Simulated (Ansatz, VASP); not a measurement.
Two plane-wave programs on SrCl2

```
CELL_PARAMETERS angstrom
0.00000 3.44247 3.44247
3.44247 0.00000 3.44247
3.44247 3.44247 0.00000
ATOMIC_POSITIONS crystal
Sr 0.00000 0.00000 0.00000
Cl 0.25000 0.25000 0.25000
Cl 0.75000 0.75000 0.75000
```

Alike in both runs: task single point; functional PBE; k mesh 6 × 6 × 6; occupations gaussian, width 0.05 eV; no spin polarisation.

```csv
,VASP,Ansatz
version,VASP 6.6.1,Ansatz 0.2.0
potentials or method,"VASP PAW PBE potentials, release 64 (Sr_sv, Cl), cutoff 520 eV","scalar-relativistic, plane waves, PAW"
valence electrons in the cell,24,24
```

VASP gave:

| Property | Result |
| --- | --- |
| gap on the k mesh at the Fermi level (eV) | 5.48 |
| least direct gap on the mesh (eV) | 5.48 |
| pressure (GPa) | 2.7 |

**Question.** Which values does Ansatz return?

**Answer.** gap on the k mesh at the Fermi level (eV): 5.49; least direct gap on the mesh (eV): 5.49; pressure (GPa): 2.6.
